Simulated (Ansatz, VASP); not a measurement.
# Cd2HgSe3 in VASP and in Ansatz

```
Cd Hg Se
1.0
     4.39897    0.00000    0.00000
    -2.19949    3.80962    0.00000
     0.00000    0.00000   21.51515
Cd Hg Se
4 2 6
Direct
  0.00000 0.00000 0.00074
  0.00000 0.00000 0.50074
  0.66667 0.33333 0.16651
  0.66667 0.33333 0.66651
  0.33333 0.66667 0.33307
  0.33333 0.66667 0.83307
  0.66667 0.33333 0.04156
  0.66667 0.33333 0.54156
  0.33333 0.66667 0.20722
  0.33333 0.66667 0.70722
  0.00000 0.00000 0.37590
  0.00000 0.00000 0.87590
```

Alike in both runs: task single point; functional PBE; k mesh 6 × 6 × 1; occupations gaussian, width 0.2 eV; no spin polarisation.

```csv
,VASP,Ansatz
version,VASP 6.6.1,Ansatz 0.2.0
potentials or method,"VASP PAW PBE potentials, release 64 (Cd, Hg, Se), cutoff 520 eV","scalar-relativistic, plane waves, PAW"
valence electrons in the cell,108,216
```

```tsv
	VASP	Ansatz	Ansatz less VASP
gap on the k mesh at the Fermi level (eV)	none	none	-
pressure (GPa)	0.3	0.0	-0.23
```

A gap of «none» marks a metal or a gap that the smearing closes. The functional is the same, so the differences come from potentials, cutoffs and numerics. VASP's potentials hold 108 valence electrons a cell and Ansatz's 216, so a difference there can come from the potentials and not from the codes.

Spin-orbit coupling is off throughout.
